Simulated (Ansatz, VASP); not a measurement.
**BiTe: VASP beside Ansatz**

File INCAR:

```
SYSTEM = BiTe
PREC = Accurate ; ENCUT = 520
EDIFF = 1E-6 ; ISMEAR = 0
SIGMA = 0.05 ; LREAL = .FALSE.
LASPH = .TRUE. ; NELM = 150
ALGO = Normal ; ISIF = 2
LWAVE = .FALSE. ; LCHARG = .FALSE.
MAGMOM = 0 0 0 0 0 0 0 0 0 0 0 0 ; LORBIT = 11
LSORBIT = .TRUE. ; GGA_COMPAT = .FALSE.
LORBMOM = .TRUE. ; GGA = PE
NBANDS = 56
```

KPOINTS

```
Automatic mesh
0
G
  8 8 6
  0 0 0
```

File POSCAR:

```
BiTe
1.0
    4.1949357470      0.0000000000      0.0000000000
   -2.0974678735      3.6329209241      0.0000000000
    0.0000000000      0.0000000000      8.7122958338
Bi Te
2 2
Direct
    0.3333333333      0.6666666667      0.2500000000
    0.6666666667      0.3333333333      0.7500000000
    0.0000000000      0.0000000000      0.0000000000
    0.0000000000      0.0000000000      0.5000000000
```

Input for Ansatz:

```yaml
crystal:
  lattice:
    - [4.194935747, 0.0, 0.0]
    - [-2.0974678735, 3.6329209241, 0.0]
    - [0.0, 0.0, 8.7122958338]
  atoms:
    - { symbol: Bi, position: [0.3333333333, 0.6666666667, 0.25] }
    - { symbol: Bi, position: [0.6666666667, 0.3333333333, 0.75] }
    - { symbol: Te, position: [0.0, 0.0, 0.0] }
    - { symbol: Te, position: [0.0, 0.0, 0.5] }
basis:
  ecutwfc: 420
  ecutrho_ratio: 4
kpoints:
  mp_grid: { grid: [8, 8, 6] }
hamiltonian:
  xc: pbe
scf:
  occupations: { method: gaussian, width: 0.05 }
output:
  forces: true
  stress: true
  eigenvalues: true
  populations: true
  dos: { projected: true, de: 0.02 }
  write_density: true
  write_potential: true
  elf: true
  volumetric_format: npy
magnetization:
  noncollinear: true
  spin_orbit: true
```

Alike in both runs: task single point; functional PBE; k mesh 8 × 8 × 6; occupations gaussian, width 0.05 eV; non-collinear spin, spin-orbit coupling.

```csv
,VASP,Ansatz
version,VASP 6.6.1,Ansatz 0.2.0
potentials or method,"VASP PAW PBE potentials, release 64 (Bi_d, Te), cutoff 520 eV","plane waves, PAW"
valence electrons in the cell,42,62
```

Ansatz gave:

| Item | Value |
| --- | --- |
| pressure (GPa) | 1.2 |
| traceless stress, the component that is largest in VASP (GPa) | -0.75 |
| net moment per atom (μB) | 0.00 |

Question: Estimate VASP's values.

Answer: Pressure (GPa): 1.0; traceless stress, the component that is largest in VASP (GPa): -0.51; net moment per atom (μB): 0.00.

VASP's potentials hold 42 valence electrons a cell and Ansatz's 62, so a difference there can come from the potentials and not from the codes.
